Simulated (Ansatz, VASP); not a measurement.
# Two plane-wave programs on InAs

```
In As
1.0
     0.00000    2.82646    2.82646
     2.82646    0.00000    2.82646
     2.82646    2.82646    0.00000
In As
1 1
Direct
  0.50000 0.50000 0.50000
  0.00000 0.00000 0.00000
```

Alike in both runs: task single point; functional PBEsol; k mesh 18 × 18 × 18; occupations gaussian, width 0.15 eV; no spin polarisation.

|  | VASP | Ansatz |
| --- | --- | --- |
| version | VASP 6.6.1 | Ansatz 0.2.0 |
| potentials or method | VASP PAW PBE potentials, release 64 (In_d, As), cutoff 520 eV | scalar-relativistic, plane waves, PAW |
| valence electrons in the cell | 18 | 28 |

```tsv
	VASP	Ansatz	Ansatz less VASP
gap on the k mesh at the Fermi level (eV)	none	none	-
pressure (GPa)	0.2	0.0	-0.21
```

VASP's potentials were made for PBE, not for PBEsol. A gap of «none» marks a metal or a gap that the smearing closes. The functional is the same, so the differences come from potentials, cutoffs and numerics. VASP's potentials hold 18 valence electrons a cell and Ansatz's 28, so a difference there can come from the potentials and not from the codes.
